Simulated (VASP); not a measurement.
# Ru (Fd-3m) in VASP: further runs

Ru is run at these levels: PBEsol; tasks: single point.

Everything below comes from runs of VASP 6.6.1. Logs are shortened: lines on timing, memory, paths and dates and some standing lists are left out, and cuts for length are marked.

## Step 1: The cell of the first run

It takes space group Fd-3m (No. 227, cubic). Conventional cell: a = 5.392 Å, b = 5.392 Å, c = 5.392 Å, α = 90.00°, β = 90.00°, γ = 90.00°. Within 3.1 Å of Ru (site symmetry -43m) lie 4 Ru at 2.33 Å.

## Step 2: Single point, PBEsol

Contents of INCAR:

```
SYSTEM = Ru
PREC = Accurate ; ENCUT = 500
EDIFF = 1E-6 ; ISMEAR = -1
SIGMA = 0.1 ; LREAL = .FALSE.
LASPH = .TRUE. ; NELM = 120
ALGO = Normal ; ISIF = 2
LWAVE = .FALSE. ; LCHARG = .TRUE.
GGA = PS ; LELF = .TRUE.
LVHAR = .TRUE. ; NBANDS = 21
GGA_COMPAT = .FALSE.
```

Contents of KPOINTS:

```
Automatic mesh
0
G
  11 11 11
  0 0 0
```

Contents of POSCAR:

```
Ru
1.0
    0.0000000000      2.6957717556      2.6957717556
    2.6957717556      0.0000000000      2.6957717556
    2.6957717556      2.6957717556      0.0000000000
Ru
2
Direct
    0.1250000000      0.1250000000      0.1250000000
    0.8750000000      0.8750000000      0.8750000000
```

Potentials or basis: VASP PAW PBE potentials, release 64 (Ru_pv).

Started as:

```console
$ cat potpaw_PBE.64/Ru_pv/POTCAR > POTCAR
$ mpirun -np 1 vasp_std > vasp.out
```

OUTCAR:

```text
SYSTEM = Ru
   PREC = Accurate
   ENCUT = 500
   EDIFF = 1E-6
   ISMEAR = -1
   LREAL = .FALSE.
   LASPH = .TRUE.
   NELM = 120
   ISIF = 2
   GGA = PS

 ion  position               nearest neighbor table
   1  0.125  0.125  0.125-   2 2.33   2 2.33   2 2.33   2 2.33
   2  0.875  0.875  0.875-   1 2.33   1 2.33   1 2.33   1 2.33

  LATTYP: Found a face centered cubic cell.
 ALAT       =     5.3915435112

  Lattice vectors:

 A1 = (   0.0000000000,   2.6957717556,   2.6957717556)
 A2 = (   2.6957717556,   0.0000000000,   2.6957717556)
 A3 = (   2.6957717556,   2.6957717556,   0.0000000000)

Analysis of symmetry for initial positions (statically):
=====================================================================
 Subroutine PRICEL returns:
 Original cell was already a primitive cell.

 Routine SETGRP: Setting up the symmetry group for a
 face centered cubic supercell.

 Subroutine GETGRP returns: Found 48 space group operations
 (whereof 12 operations were pure point group operations)
 out of a pool of 48 trial point group operations.

The static configuration has the point symmetry D_3d.
 The point group associated with its full space group is O_h .

Analysis of symmetry for dynamics (positions and initial velocities):
=====================================================================
 Subroutine PRICEL returns:
 Original cell was already a primitive cell.

 Routine SETGRP: Setting up the symmetry group for a
 face centered cubic supercell.

 Subroutine GETGRP returns: Found 48 space group operations
 (whereof 12 operations were pure point group operations)
 out of a pool of 48 trial point group operations.

The dynamic configuration has the point symmetry D_3d.
 The point group associated with its full space group is O_h .

 Subroutine INISYM returns: Found 48 space group operations
 (whereof 12 operations are pure point group operations),
 and found     1 'primitive' translations

----------------------------------------------------------------------------------------

                                     Primitive cell

  volume of cell :      39.1813

  direct lattice vectors                    reciprocal lattice vectors
     0.000000000  2.695771756  2.695771756    -0.185475643  0.185475643  0.185475643
     2.695771756  0.000000000  2.695771756     0.185475643 -0.185475643  0.185475643
     2.695771756  2.695771756  0.000000000     0.185475643  0.185475643 -0.185475643

  length of vectors
     3.812396978  3.812396978  3.812396978     0.321253237  0.321253237  0.321253237

  position of ions in fractional coordinates (direct lattice)
     0.125000000  0.125000000  0.125000000
     0.875000000  0.875000000  0.875000000

  ion indices of the primitive-cell ions
   primitive index   ion index
                 1           1
                 2           2

----------------------------------------------------------------------------------------

 KPOINTS: Automatic mesh

Automatic generation of k-mesh.
 Grid dimensions read from file:
 generate k-points for:   11   11   11

 Generating k-lattice:

  Cartesian coordinates                     Fractional coordinates (reciprocal lattice)
    -0.016861422  0.016861422  0.016861422     0.090909091  0.000000000  0.000000000
     0.016861422 -0.016861422  0.016861422     0.000000000  0.090909091  0.000000000
     0.016861422  0.016861422 -0.016861422     0.000000000  0.000000000  0.090909091

  Length of vectors
     0.029204840  0.029204840  0.029204840

  Shift w.r.t. Gamma in fractional coordinates (k-lattice)
     0.000000000  0.000000000  0.000000000

 Subroutine IBZKPT returns following result:
 ===========================================

 Found     56 irreducible k-points:

 Following reciprocal coordinates:
            Coordinates               Weight
  0.000000  0.000000  0.000000      1.000000
  0.090909  0.000000  0.000000      8.000000
  0.181818  0.000000  0.000000      8.000000
  0.272727  0.000000  0.000000      8.000000
  0.363636  0.000000  0.000000      8.000000
  0.454545  0.000000  0.000000      8.000000
[... 16 lines left out ...]
 -0.272727  0.181818  0.000000     24.000000
 -0.181818  0.181818  0.000000     12.000000
 [... further k-points ...]
   k-points           NKPTS =     56   k-points in BZ     NKDIM =     56   number of bands    NBANDS=     21
   number of dos      NEDOS =    301   number of ions     NIONS =      2
   total plane-waves  NPLWV =  21952
   dimension x,y,z NGX =    28 NGY =   28 NGZ =   28
   dimension x,y,z NGXF=    56 NGYF=   56 NGZF=   56
   ions per type =               2
   NGX,Y,Z   is equivalent  to a cutoff of  12.21, 12.21, 12.21 a.u.
   NGXF,Y,Z  is equivalent  to a cutoff of  24.42, 24.42, 24.42 a.u.
 SYSTEM =  Ru
   PREC   = accura    normal or accurate (medium, high low for compatibility)
   ISTART =      0    job   : 0-new  1-cont  2-samecut
   ICHARG =      2    charge: 1-file 2-atom 10-const
   ISPIN  =      1    spin polarized calculation?
   LNONCOLLINEAR =      F non collinear calculations
   LSORBIT =      F    spin-orbit coupling
   LASPH  =      T    aspherical Exc in radial PAW
   ENCUT  =  500.0 eV  36.75 Ry    6.06 a.u.   6.95  6.95  6.95*2*pi/ulx,y,z
   NELM   =    120;   NELMIN=  2; NELMDL= -5     # of ELM steps
   EDIFF  = 0.1E-05   stopping-criterion for ELM
   LREAL  =      F    real-space projection
   EDIFFG = 0.1E-04   stopping-criterion for IOM
   NSW    =      0    number of steps for IOM
   IBRION =     -1    ionic relax: 0-MD 1-quasi-New 2-CG
   NFREE  =      0    steps in history (QN), initial steepest desc. (CG)
   ISIF   =      2    stress and relaxation
   ISYM   =      2    0-nonsym 1-usesym 2-fastsym
   POTIM  = 0.5000    time-step for ionic-motion
   TEBEG  =    0.0;   TEEND  =   0.0 temperature during run
   PSTRESS=    0.0 pullay stress
   NELECT =      28.0000    total number of electrons
   NUPDOWN=      -1.0000    fix difference up-down
   EMIN   =  10.00;   EMAX   =-10.00  energy-range for DOS
   EFERMI =   0.00;   METHOD = LEGACY
   ISMEAR =    -1;   SIGMA  =   0.10  broadening in eV -4-tet -1-fermi 0-gaus
   EFERMI_NEDOS =   21; number of points for ismear=-14 and -15
   IALGO  =     38    algorithm
   IMIX   =      4    mixing-type and parameters
     AMIX     =   0.40;   BMIX     =  1.00
     AMIX_MAG =   1.60;   BMIX_MAG =  1.00
  volume/ion in A,a.u.               =      19.59       132.20
  Fermi-wavevector in a.u.,A,eV,Ry     =   1.463640  2.765879 29.146989  2.142243
  Thomas-Fermi vector in A             =   2.579711
   LORBIT       =      0    0 simple, 1 ext, 2 COOP (PROOUT), +10 PAW based schemes
   GGA     = PS    functional components
   LHFCALC =     F    Hartree Fock is set to
   AEXX    =    0.0000 exact exchange contribution
   IVDW    =     0    specifies the selected vdW correction
   LEPSILON=     F    determine dielectric tensor
   LRPA    =     F    only Hartree local field effects (RPA)
 non-spin polarized calculation
  energy-cutoff  :      500.00
  volume of cell :       39.18
 maximum number of plane-waves:      1010
   NGX = 13   NGY = 13   NGZ = 13

 number of electron      27.9999988 magnetization

 Free energy of the ion-electron system (eV)
  ---------------------------------------------------
  ext. energy  EPLUGINS =         0.00000000
  ---------------------------------------------------
  free energy    TOTEN  =       -17.61796877 eV

  energy without entropy =      -17.55800392  energy(sigma->0) =      -17.58798634

 E-fermi :   7.3086     XC(G=0): -11.7137

 val. band max:        7.3027011289   @ k =   0.4545   0.2727   0.0909
 cond. band min:       7.3232362633   @ k =  -0.4545   0.0909   0.0000
 fundamental gap:      0.0205351344
 Fermi energy:         7.3085859736

 k-point     1 :       0.0000    0.0000    0.0000
  band No.  band energies     occupation
      1     -35.8805      2.00000
      2     -35.8805      2.00000
      3     -35.8805      2.00000
      4     -34.9155      2.00000
      5     -34.9155      2.00000
      6     -34.9155      2.00000
[... 13 lines left out ...]
     20      19.9152      0.00000
     21      20.4469      0.00000

 k-point     2 :       0.0909    0.0000    0.0000
  band No.  band energies     occupation
      1     -35.8899      2.00000
      2     -35.8899      2.00000
      3     -35.8791      2.00000
      4     -34.9178      2.00000
      5     -34.9057      2.00000
      6     -34.9057      2.00000
[... 13 lines left out ...]
     20      18.7144      0.00000
     21      20.0520      0.00000

 k-point     3 :       0.1818    0.0000    0.0000
  band No.  band energies     occupation
      1     -35.9141      2.00000
      2     -35.9141      2.00000
      3     -35.8754      2.00000
      4     -34.9233      2.00000
      5     -34.8799      2.00000
      6     -34.8799      2.00000
[... 13 lines left out ...]
     20      18.0531      0.00000
     21      18.8342      0.00000

 k-point     4 :       0.2727    0.0000    0.0000
  band No.  band energies     occupation
      1     -35.9441      2.00000
      2     -35.9441      2.00000
      3     -35.8712      2.00000
      4     -34.9299      2.00000
      5     -34.8480      2.00000
      6     -34.8480      2.00000
[... 13 lines left out ...]
     20      18.0520      0.00000
     21      18.2109      0.00000

 k-point     5 :       0.3636    0.0000    0.0000
  band No.  band energies     occupation
      1     -35.9702      2.00000
      2     -35.9702      2.00000
      3     -35.8678      2.00000
      4     -34.9354      2.00000
      5     -34.8201      2.00000
      6     -34.8201      2.00000
[... 13 lines left out ...]
     20      18.0651      0.00000
     21      18.1630      0.00000
[... 382 lines left out ...]
     20      16.2356      0.00000
     21      18.0496      0.00000

 k-point    22 :      -0.3636    0.1818    0.0000
  band No.  band energies     occupation
      1     -36.0726      2.00000
      2     -36.0001      2.00000
      3     -35.7302      2.00000
      4     -35.0710      2.00000
      5     -34.7882      2.00000
      6     -34.7203      2.00000
[... 13 lines left out ...]
     20      17.0479      0.00000
     21      18.0507      0.00000

 k-point    23 :      -0.2727    0.1818    0.0000
  band No.  band energies     occupation
      1     -36.0510      2.00000
      2     -35.9726      2.00000
      3     -35.7648      2.00000
      4     -35.0358      2.00000
      5     -34.8174      2.00000
      6     -34.7418      2.00000
[... 13 lines left out ...]
     20      18.0510      0.00000
     21      18.1083      0.00000

 k-point    24 :      -0.1818    0.1818    0.0000
  band No.  band energies     occupation
      1     -36.0108      2.00000
      2     -35.9428      2.00000
      3     -35.8078      2.00000
      4     -34.9923      2.00000
      5     -34.8492      2.00000
      6     -34.7819      2.00000
[... 13 lines left out ...]
     20      18.0520      0.00000
     21      18.0529      0.00000

 [... further k-points ...]
[... 5 lines left out ...]
  --------------------------------------------------------------------------------------
  -------------------------------------------------------------------------------------
  Total        0.0800957      0.0800957      0.0800957     -0.0000000      0.0000000      0.0000000
  in kB        3.2752215      3.2752215      3.2752215     -0.0000000      0.0000000      0.0000000
  external PRESSURE =       3.2752215 kB  Pullay stress =       0.0000000 kB

 VOLUME and BASIS-vectors are now :
 -----------------------------------------------------------------------------
  energy-cutoff  :      500.00
  volume of cell :       39.18
      direct lattice vectors                 reciprocal lattice vectors
     0.000000000  2.695771756  2.695771756    -0.185475643  0.185475643  0.185475643
     2.695771756  0.000000000  2.695771756     0.185475643 -0.185475643  0.185475643
     2.695771756  2.695771756  0.000000000     0.185475643  0.185475643 -0.185475643

 POSITION                                       TOTAL-FORCE (eV/Angst)
 -----------------------------------------------------------------------------------
      0.67394      0.67394      0.67394        -0.000000     -0.000000     -0.000000
      4.71760      4.71760      4.71760         0.000000      0.000000      0.000000
 -----------------------------------------------------------------------------------
    total drift:                                0.000000     -0.000000     -0.000000

  FREE ENERGIE OF THE ION-ELECTRON SYSTEM (eV)
  ---------------------------------------------------
  free  energy   TOTEN  =       -17.6179687669 eV

  energy  without entropy=      -17.5580039154  energy(sigma->0) =      -17.58798634
```

Wall time 54 s (1 thread of Intel Xeon 8259CL, shared host); peak memory 0.18 GiB.

What came out:

* Free energy: -17.6180 eV
* Pressure: 0.3 GPa
* Band gap on the k mesh: zero (band 14 reaches 7.64 eV, above the bottom of band 15 at 6.78 eV)

Caveat: the PAW data sets were made with another functional, which shifts forces and pressure a little.

## Step 3: Single point, PBEsol (volume scaled by 1.04)

Contents of INCAR:

```
SYSTEM = Ru
PREC = Accurate
ENCUT = 500
EDIFF = 1E-6
ISMEAR = -1
SIGMA = 0.1
LREAL = .False.
LASPH = .True.
NELM = 120
ALGO = Normal
ISIF = 2
LWAVE = .False.
LCHARG = .False.
GGA = PS
NBANDS = 21
GGA_COMPAT = .False.
```

Contents of KPOINTS:

```
Automatic mesh
0
Gamma
  11 11 11
  0 0 0
```

Contents of POSCAR:

```
Ru
1.0
    0.0000000000      2.7312465047      2.7312465047
    2.7312465047      0.0000000000      2.7312465047
    2.7312465047      2.7312465047      0.0000000000
Ru
2
Direct
    0.1250000000      0.1250000000      0.1250000000
    0.8750000000      0.8750000000      0.8750000000
```

Potentials or basis: VASP PAW PBE potentials, release 64 (Ru_pv).

Started as:

```console
$ cat potpaw_PBE.64/Ru_pv/POTCAR > POTCAR
$ mpirun -np 1 vasp_std > vasp.out
```

OUTCAR:

```text
SYSTEM = Ru
   PREC = Accurate
   ENCUT = 500
   EDIFF = 1E-6
   ISMEAR = -1
   LREAL = .False.
   LASPH = .True.
   NELM = 120
   ISIF = 2
   GGA = PS

 ion  position               nearest neighbor table
   1  0.125  0.125  0.125-   2 2.37   2 2.37   2 2.37   2 2.37
   2  0.875  0.875  0.875-   1 2.37   1 2.37   1 2.37   1 2.37

  LATTYP: Found a face centered cubic cell.
 ALAT       =     5.4624930094

  Lattice vectors:

 A1 = (   0.0000000000,   2.7312465047,   2.7312465047)
 A2 = (   2.7312465047,   0.0000000000,   2.7312465047)
 A3 = (   2.7312465047,   2.7312465047,   0.0000000000)

Analysis of symmetry for initial positions (statically):
=====================================================================
 Subroutine PRICEL returns:
 Original cell was already a primitive cell.

 Routine SETGRP: Setting up the symmetry group for a
 face centered cubic supercell.

 Subroutine GETGRP returns: Found 48 space group operations
 (whereof 12 operations were pure point group operations)
 out of a pool of 48 trial point group operations.

The static configuration has the point symmetry D_3d.
 The point group associated with its full space group is O_h .

Analysis of symmetry for dynamics (positions and initial velocities):
=====================================================================
 Subroutine PRICEL returns:
 Original cell was already a primitive cell.

 Routine SETGRP: Setting up the symmetry group for a
 face centered cubic supercell.

 Subroutine GETGRP returns: Found 48 space group operations
 (whereof 12 operations were pure point group operations)
 out of a pool of 48 trial point group operations.

The dynamic configuration has the point symmetry D_3d.
 The point group associated with its full space group is O_h .

 Subroutine INISYM returns: Found 48 space group operations
[... 103 lines left out ...]
   ISIF   =      2    stress and relaxation
   ISYM   =      2    0-nonsym 1-usesym 2-fastsym
   POTIM  = 0.5000    time-step for ionic-motion
   TEBEG  =    0.0;   TEEND  =   0.0 temperature during run
   PSTRESS=    0.0 pullay stress
   NELECT =      28.0000    total number of electrons
   NUPDOWN=      -1.0000    fix difference up-down
   EMIN   =  10.00;   EMAX   =-10.00  energy-range for DOS
   EFERMI =   0.00;   METHOD = LEGACY
   ISMEAR =    -1;   SIGMA  =   0.10  broadening in eV -4-tet -1-fermi 0-gaus
   EFERMI_NEDOS =   21; number of points for ismear=-14 and -15
   IALGO  =     38    algorithm
   IMIX   =      4    mixing-type and parameters
     AMIX     =   0.40;   BMIX     =  1.00
     AMIX_MAG =   1.60;   BMIX_MAG =  1.00
  volume/ion in A,a.u.               =      20.37       137.49
  Fermi-wavevector in a.u.,A,eV,Ry     =   1.444630  2.729955 28.394756  2.086956
  Thomas-Fermi vector in A             =   2.562903
   LORBIT       =      0    0 simple, 1 ext, 2 COOP (PROOUT), +10 PAW based schemes
   GGA     = PS    functional components
   LHFCALC =     F    Hartree Fock is set to
   AEXX    =    0.0000 exact exchange contribution
   IVDW    =     0    specifies the selected vdW correction
   LEPSILON=     F    determine dielectric tensor
   LRPA    =     F    only Hartree local field effects (RPA)
 non-spin polarized calculation
  energy-cutoff  :      500.00
  volume of cell :       40.75
 maximum number of plane-waves:      1044
   NGX = 15   NGY = 15   NGZ = 15

 number of electron      27.9999996 magnetization

 Free energy of the ion-electron system (eV)
  ---------------------------------------------------
  ext. energy  EPLUGINS =         0.00000000
  ---------------------------------------------------
  free energy    TOTEN  =       -17.58876809 eV

  energy without entropy =      -17.52602863  energy(sigma->0) =      -17.55739836

 E-fermi :   6.8069     XC(G=0): -11.5017

 val. band max:        6.8002199152   @ k =   0.4545   0.2727   0.0909
 cond. band min:       6.8084501451   @ k =  -0.4545   0.0909   0.0000
 fundamental gap:      0.0082302300
 Fermi energy:         6.8068750363

 k-point     1 :       0.0000    0.0000    0.0000
  band No.  band energies     occupation
      1     -36.2769      2.00000
      2     -36.2769      2.00000
      3     -36.2769      2.00000
      4     -35.4100      2.00000
      5     -35.4100      2.00000
      6     -35.4100      2.00000
[... 565 lines left out ...]
     20      17.5800      0.00000
     21      17.5810      0.00000

 [... further k-points ...]
[... 5 lines left out ...]
  --------------------------------------------------------------------------------------
  -------------------------------------------------------------------------------------
  Total       -1.5916777     -1.5916777     -1.5916777     -0.0000000     -0.0000000     -0.0000000
  in kB      -62.5825166    -62.5825166    -62.5825166     -0.0000000     -0.0000000     -0.0000000
  external PRESSURE =     -62.5825166 kB  Pullay stress =       0.0000000 kB

 VOLUME and BASIS-vectors are now :
 -----------------------------------------------------------------------------
  energy-cutoff  :      500.00
  volume of cell :       40.75
      direct lattice vectors                 reciprocal lattice vectors
     0.000000000  2.731246505  2.731246505    -0.183066596  0.183066596  0.183066596
     2.731246505  0.000000000  2.731246505     0.183066596 -0.183066596  0.183066596
     2.731246505  2.731246505  0.000000000     0.183066596  0.183066596 -0.183066596

 POSITION                                       TOTAL-FORCE (eV/Angst)
 -----------------------------------------------------------------------------------
      0.68281      0.68281      0.68281         0.000000     -0.000000     -0.000000
      4.77968      4.77968      4.77968        -0.000000      0.000000      0.000000
 -----------------------------------------------------------------------------------
    total drift:                                0.000000     -0.000000     -0.000000

  FREE ENERGIE OF THE ION-ELECTRON SYSTEM (eV)
  ---------------------------------------------------
  free  energy   TOTEN  =       -17.5887680928 eV

  energy  without entropy=      -17.5260286340  energy(sigma->0) =      -17.55739836
```

Run time: 53 s. Hardware: 1 thread of Intel Xeon 8259CL, shared host; peak memory 0.18 GiB.

Results:

* Free energy: -17.5888 eV
* Pressure: -6.3 GPa
* Band gap on the k mesh: zero (band 14 reaches 7.12 eV, above the bottom of band 15 at 6.30 eV)

Levels at points of the mesh, in eV from the Fermi level:
| k point | band 11 | band 12 | band 13 | band 14 | band 15 | band 16 | band 17 | band 18 |
| --- | --- | --- | --- | --- | --- | --- | --- | --- |
| (0.00, 0.00, 0.00) | -3.18 | -3.18 | -0.48 | -0.48 | -0.48 | 1.84 | 1.84 | 10.77 |

Caveat: the PAW data sets were made with another functional, which shifts forces and pressure a little.

(Continued in part 2 of 2.)
